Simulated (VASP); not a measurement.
MgO (kpat), 2 atoms in the cell. The structure is cubic, space group Fm-3m (No. 225). Conventional cell: a = 4.161 Å, b = 4.161 Å, c = 4.161 Å, α = 90.00°, β = 90.00°, γ = 90.00°. Within 2.8 Å of Mg (site symmetry m-3m) lie 6 O at 2.08 Å. Within 2.8 Å of O (site symmetry m-3m) lie 6 Mg at 2.08 Å. 

| Item | Value |
| --- | --- |
| Program | VASP 6.6.1 |
| Task | vibrations by perturbation theory |
| Functional | PBE |
| Potentials or basis | VASP PAW PBE potentials, release 64 (Mg, O) |
| Cutoff | 520 eV |
| k mesh | 10 × 10 × 10 |
| Occupations | gaussian, width 0.01 eV |
| Spin | no spin polarisation |
| Dipole correction | no |
| Further INCAR settings | ALGO = Normal; EDIFF = 1e-08; NBANDS = 11; IBRION = 8; NSW = 1 |

Potentials or basis: VASP PAW PBE potentials, release 64 (Mg, O).

Run with:

```sh
$ cat potpaw_PBE.64/Mg/POTCAR potpaw_PBE.64/O/POTCAR > POTCAR
$ mpirun -np 1 vasp_std > vasp.out
```

Hardware: 1 thread of AMD EPYC 9R14 (Zen 4) (shared host).

Q: How long does it take, and how much memory?

A: Run time: 110 s on 1 thread of AMD EPYC 9R14 (Zen 4), with other jobs on the host, peak memory 0.16 GiB. Counts: scf iterations 106, k points 47.
